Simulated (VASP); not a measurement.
# GaSb (I-4m2) in VASP: a series of runs

GaSb is run at these levels: PBE; tasks: single point.

Everything below comes from runs of VASP 6.6.1. Logs are shortened: lines on timing, memory, paths and dates and some standing lists are left out, and cuts for length are marked.

## Step 1: The cell of the first run

Symmetry: I-4m2, No. 119, tetragonal system. Conventional cell: a = 4.240 Å, b = 4.240 Å, c = 6.370 Å, α = 90.00°, β = 90.00°, γ = 90.00°. Within 3.5 Å of Ga (site symmetry -4m2) lie 4 Sb at 2.65 Å. Sb (site symmetry -4m2) has 4 Ga at 2.65 Å within 3.5 Å.

## Step 2: Single point, PBE

File INCAR:

```
PREC     = Accurate       # precision mode
ENCUT    = 520            # plane-wave cutoff, eV
EDIFF    = 1E-6           # SCF threshold, eV
ISMEAR   = -1             # smearing method
SIGMA    = 0.02           # smearing width, eV
LREAL    = F              # projectors in reciprocal space
LASPH    = T              # aspherical terms in the spheres
NELM     = 80             # most SCF steps
ALGO     = Normal         # electronic algorithm
ISIF     = 2              # what is computed and relaxed
LWAVE    = F              # write WAVECAR
LCHARG   = F              # write CHGCAR
GGA      = PE             # functional
NBANDS   = 16             # bands
```

File KPOINTS:

```
regular mesh
0
Gamma
  6 6 6
```

File POSCAR:

```
GaSb
1.0
    0.0000000000      2.9978200000      3.1851311953
    2.9978200000      0.0000000000      3.1851311953
    2.9978200000      2.9978200000      0.0000000000
Ga Sb
1 1
Direct
    0.0000000000      0.0000000000      0.0000000000
    0.2500000000      0.2500000000      0.2500000000
```

Potentials or basis: VASP PAW PBE potentials, release 64 (Ga_d, Sb).

Run with:

```bash
$ cat potpaw_PBE.64/Ga_d/POTCAR potpaw_PBE.64/Sb/POTCAR > POTCAR
$ mpirun -np 1 vasp_std > vasp.out
```

OUTCAR:

```text
PREC = Accurate
   ENCUT = 520
   EDIFF = 1E-6
   ISMEAR = -1
   LREAL = F
   LASPH = T
   NELM = 80
   ISIF = 2
   GGA = PE

 ion  position               nearest neighbor table
   1  0.000  0.000  0.000-   2 2.65   2 2.65   2 2.65   2 2.65
   2  0.250  0.250  0.250-   1 2.65   1 2.65   1 2.65   1 2.65

  LATTYP: Found a body centered tetragonal cell.
 ALAT       =     4.2395577016
 C/A-ratio  =     1.5025771175

  Lattice vectors:

 A1 = (  -2.9978200000,   0.0000000000,   3.1851311953)
 A2 = (   2.9978200000,   0.0000000000,   3.1851311953)
 A3 = (   0.0000000000,   2.9978200000,  -3.1851311953)

Analysis of symmetry for initial positions (statically):
=====================================================================
 Subroutine PRICEL returns:
 Original cell was already a primitive cell.

 Routine SETGRP: Setting up the symmetry group for a
 body centered tetragonal supercell.

 Subroutine GETGRP returns: Found  8 space group operations
 (whereof  8 operations were pure point group operations)
 out of a pool of 16 trial point group operations.

The static configuration has the point symmetry D_2d.

Analysis of symmetry for dynamics (positions and initial velocities):
=====================================================================
 Subroutine PRICEL returns:
 Original cell was already a primitive cell.

 Routine SETGRP: Setting up the symmetry group for a
 body centered tetragonal supercell.

 Subroutine GETGRP returns: Found  8 space group operations
 (whereof  8 operations were pure point group operations)
 out of a pool of 16 trial point group operations.

The dynamic configuration has the point symmetry D_2d.

 Subroutine INISYM returns: Found  8 space group operations
 (whereof  8 operations are pure point group operations),
 and found     1 'primitive' translations

----------------------------------------------------------------------------------------

                                     Primitive cell

  volume of cell :      57.2491

  direct lattice vectors                    reciprocal lattice vectors
     0.000000000  2.997820000  3.185131195    -0.166787866  0.166787866  0.156979405
     2.997820000  0.000000000  3.185131195     0.166787866 -0.166787866  0.156979405
     2.997820000  2.997820000  0.000000000     0.166787866  0.166787866 -0.156979405

  length of vectors
     4.374012515  4.374012515  4.239557702     0.283335345  0.283335345  0.283335345

  position of ions in fractional coordinates (direct lattice)
     0.000000000  0.000000000  0.000000000
     0.250000000  0.250000000  0.250000000

  ion indices of the primitive-cell ions
   primitive index   ion index
                 1           1
                 2           2

----------------------------------------------------------------------------------------

 KPOINTS: regular mesh

Automatic generation of k-mesh.
 Grid dimensions read from file:
 generate k-points for:    6    6    6

 Generating k-lattice:

  Cartesian coordinates                     Fractional coordinates (reciprocal lattice)
    -0.027797978  0.027797978  0.026163234     0.166666667  0.000000000  0.000000000
     0.027797978 -0.027797978  0.026163234     0.000000000  0.166666667  0.000000000
     0.027797978  0.027797978 -0.026163234     0.000000000  0.000000000  0.166666667

  Length of vectors
     0.047222558  0.047222558  0.047222558

  Shift w.r.t. Gamma in fractional coordinates (k-lattice)
     0.000000000  0.000000000  0.000000000

 Subroutine IBZKPT returns following result:
 ===========================================

 Found     30 irreducible k-points:

 Following reciprocal coordinates:
            Coordinates               Weight
  0.000000  0.000000  0.000000      1.000000
  0.166667  0.000000  0.000000      8.000000
  0.333333 -0.000000  0.000000      8.000000
  0.500000 -0.000000  0.000000      4.000000
  0.166667  0.166667  0.000000      2.000000
  0.333333  0.166667  0.000000      8.000000
[... 16 lines left out ...]
  0.333333  0.000000  0.333333      4.000000
  0.500000 -0.000000  0.333333     16.000000
 [... further k-points ...]
   k-points           NKPTS =     30   k-points in BZ     NKDIM =     30   number of bands    NBANDS=     16
   number of dos      NEDOS =    301   number of ions     NIONS =      2
   total plane-waves  NPLWV =  41472
   dimension x,y,z NGX =    36 NGY =   36 NGZ =   32
   dimension x,y,z NGXF=    72 NGYF=   72 NGZF=   64
   ions per type =               1   1
   NGX,Y,Z   is equivalent  to a cutoff of  13.68, 13.68, 12.55 a.u.
   NGXF,Y,Z  is equivalent  to a cutoff of  27.37, 27.37, 25.10 a.u.
 SYSTEM =  unknown system
   PREC   = accura    normal or accurate (medium, high low for compatibility)
   ISTART =      0    job   : 0-new  1-cont  2-samecut
   ICHARG =      2    charge: 1-file 2-atom 10-const
   ISPIN  =      1    spin polarized calculation?
   LNONCOLLINEAR =      F non collinear calculations
   LSORBIT =      F    spin-orbit coupling
   LASPH  =      T    aspherical Exc in radial PAW
   ENCUT  =  520.0 eV  38.22 Ry    6.18 a.u.   8.13  8.13  7.88*2*pi/ulx,y,z
   NELM   =     80;   NELMIN=  2; NELMDL= -5     # of ELM steps
   EDIFF  = 0.1E-05   stopping-criterion for ELM
   LREAL  =      F    real-space projection
   EDIFFG = 0.1E-04   stopping-criterion for IOM
   NSW    =      0    number of steps for IOM
   IBRION =     -1    ionic relax: 0-MD 1-quasi-New 2-CG
   NFREE  =      0    steps in history (QN), initial steepest desc. (CG)
   ISIF   =      2    stress and relaxation
   ISYM   =      2    0-nonsym 1-usesym 2-fastsym
   POTIM  = 0.5000    time-step for ionic-motion
   TEBEG  =    0.0;   TEEND  =   0.0 temperature during run
   PSTRESS=    0.0 pullay stress
   NELECT =      18.0000    total number of electrons
   NUPDOWN=      -1.0000    fix difference up-down
   EMIN   =  10.00;   EMAX   =-10.00  energy-range for DOS
   EFERMI =   0.00;   METHOD = LEGACY
   ISMEAR =    -1;   SIGMA  =   0.02  broadening in eV -4-tet -1-fermi 0-gaus
   EFERMI_NEDOS =   21; number of points for ismear=-14 and -15
   IALGO  =     38    algorithm
   IMIX   =      4    mixing-type and parameters
     AMIX     =   0.40;   BMIX     =  1.00
     AMIX_MAG =   1.60;   BMIX_MAG =  1.00
  volume/ion in A,a.u.               =      28.62       193.17
  Fermi-wavevector in a.u.,A,eV,Ry     =   1.113208  2.103657 16.860766  1.239231
  Thomas-Fermi vector in A             =   2.249790
   LORBIT       =      0    0 simple, 1 ext, 2 COOP (PROOUT), +10 PAW based schemes
   GGA     = PE    functional components
   LHFCALC =     F    Hartree Fock is set to
   AEXX    =    0.0000 exact exchange contribution
   IVDW    =     0    specifies the selected vdW correction
   LEPSILON=     F    determine dielectric tensor
   LRPA    =     F    only Hartree local field effects (RPA)
 non-spin polarized calculation
  energy-cutoff  :      520.00
  volume of cell :       57.25
 maximum number of plane-waves:      1572
 NGX is ok and might be reduce to    36
   NGX = 17   NGY = 17   NGZ = 15

 number of electron      18.0000002 magnetization

 Free energy of the ion-electron system (eV)
  ---------------------------------------------------
  ext. energy  EPLUGINS =         0.00000000
  ---------------------------------------------------
  free energy    TOTEN  =        -7.30159751 eV

  energy without entropy =       -7.30133753  energy(sigma->0) =       -7.30146752

 E-fermi :   5.0045     XC(G=0):  -9.0877

 val. band max:        5.0043651462   @ k =   0.0000   0.0000   0.0000
 cond. band min:       5.2279833713   @ k =   0.5000  -0.0000   0.0000
 fundamental gap:      0.2236182250
 Fermi energy:         5.0044581214

 k-point     1 :       0.0000    0.0000    0.0000
  band No.  band energies     occupation
      1     -10.1663      2.00000
      2     -10.1580      2.00000
      3     -10.1580      2.00000
      4     -10.1151      2.00000
      5     -10.1089      2.00000
      6      -6.5918      2.00000
[... 8 lines left out ...]
     15      12.8916      0.00000
     16      13.6126      0.00000

 k-point     2 :       0.1667    0.0000    0.0000
  band No.  band energies     occupation
      1     -10.1689      2.00000
      2     -10.1593      2.00000
      3     -10.1551      2.00000
      4     -10.1157      2.00000
      5     -10.1087      2.00000
      6      -6.3097      2.00000
[... 8 lines left out ...]
     15      12.2517      0.00000
     16      12.7780      0.00000

 k-point     3 :       0.3333   -0.0000    0.0000
  band No.  band energies     occupation
      1     -10.1815      2.00000
      2     -10.1550      2.00000
      3     -10.1499      2.00000
      4     -10.1163      2.00000
      5     -10.1078      2.00000
      6      -5.5574      2.00000
[... 8 lines left out ...]
     15      12.9706      0.00000
     16      13.1383      0.00000

 k-point     4 :       0.5000   -0.0000    0.0000
  band No.  band energies     occupation
      1     -10.1881      2.00000
      2     -10.1528      2.00000
      3     -10.1478      2.00000
      4     -10.1161      2.00000
      5     -10.1068      2.00000
      6      -4.9652      2.00000
[... 8 lines left out ...]
     15      14.5614      0.00000
     16      14.8035      0.00000
[... 324 lines left out ...]
 k-point    22 :      -0.3333    0.5000    0.1667
  band No.  band energies     occupation
      1     -10.2003      2.00000
      2     -10.1413      2.00000
      3     -10.1368      2.00000
      4     -10.1158      2.00000
      5     -10.1130      2.00000
      6      -4.1951      2.00000
[... 8 lines left out ...]
     15      14.6732      0.00000
     16      16.0982      0.00000

 k-point    23 :       0.3333    0.0000    0.3333
  band No.  band energies     occupation
      1     -10.1944      2.00000
      2     -10.1450      2.00000
      3     -10.1424      2.00000
      4     -10.1238      2.00000
      5     -10.1057      2.00000
      6      -5.1114      2.00000
[... 8 lines left out ...]
     15      14.7814      0.00000
     16      15.6993      0.00000

 k-point    24 :       0.5000   -0.0000    0.3333
  band No.  band energies     occupation
      1     -10.1998      2.00000
      2     -10.1417      2.00000
      3     -10.1401      2.00000
      4     -10.1243      2.00000
      5     -10.1057      2.00000
      6      -4.3958      2.00000
[... 8 lines left out ...]
     15      15.1698      0.00000
     16      15.7804      0.00000

 [... further k-points ...]

------------------------ aborting loop because EDIFF is reached ----------------------------------------

  FORCE on cell =-STRESS in cart. coord.  units (eV):
  Direction    XX          YY          ZZ          XY          YZ          ZX
  --------------------------------------------------------------------------------------
  -------------------------------------------------------------------------------------
  Total        1.2296866      1.2296866      0.2047333      0.0000000      0.0000000      0.0000000
  in kB       34.4141134     34.4141134      5.7296827      0.0000000      0.0000000      0.0000000
  external PRESSURE =      24.8526365 kB  Pullay stress =       0.0000000 kB

 VOLUME and BASIS-vectors are now :
 -----------------------------------------------------------------------------
  energy-cutoff  :      520.00
  volume of cell :       57.25
      direct lattice vectors                 reciprocal lattice vectors
     0.000000000  2.997820000  3.185131195    -0.166787866  0.166787866  0.156979405
     2.997820000  0.000000000  3.185131195     0.166787866 -0.166787866  0.156979405
     2.997820000  2.997820000  0.000000000     0.166787866  0.166787866 -0.156979405

 POSITION                                       TOTAL-FORCE (eV/Angst)
 -----------------------------------------------------------------------------------
      0.00000      0.00000      0.00000        -0.000000     -0.000000      0.000000
      1.49891      1.49891      1.59257         0.000000      0.000000      0.000000
 -----------------------------------------------------------------------------------
    total drift:                               -0.000001     -0.000001      0.000001

  FREE ENERGIE OF THE ION-ELECTRON SYSTEM (eV)
  ---------------------------------------------------
  free  energy   TOTEN  =        -7.3015975053 eV

  energy  without entropy=       -7.3013375290  energy(sigma->0) =       -7.30146752
```

Run time: 32 s. Hardware: 1 thread of Intel Xeon Platinum 8488C (Sapphire Rapids), shared host; peak memory 0.2 GiB.

What came out:

```yaml
Free_energy: -7.3016 eV
Pressure: 2.5 GPa
Band_gap_on_the_k_mesh: zero (filled and empty bands touch)
```

Stress tensor (GPa, compression positive):
```
3.44 0.00 0.00
0.00 3.44 0.00
0.00 0.00 0.57
```

Levels at points of the mesh, in eV from the Fermi level:
| k point | band 5 | band 6 | band 7 | band 8 | band 9 | band 10 | band 11 | band 12 | band 13 | band 14 |
| --- | --- | --- | --- | --- | --- | --- | --- | --- | --- | --- |
| (0.00, 0.00, 0.00) | -15.11 | -11.60 | -0.38 | -0.12 | 0.00 | 0.00 | 2.61 | 2.61 | 2.79 | 5.69 |
| (0.50, 0.00, 0.00) | -15.11 | -9.97 | -6.49 | -1.52 | -1.04 | 0.22 | 3.52 | 3.79 | 6.37 | 9.09 |
| (0.50, 0.50, 0.00) | -15.12 | -9.29 | -7.12 | -2.45 | -2.45 | 1.09 | 1.39 | 8.50 | 8.50 | 9.76 |
| (0.50, 0.00, 0.50) | -15.11 | -9.07 | -6.84 | -2.84 | -2.78 | 0.63 | 1.00 | 8.36 | 8.39 | 9.75 |

Caveat: spin-orbit coupling is left out, which moves the levels of the heavy elements.

(Continued in part 2 of 2.)
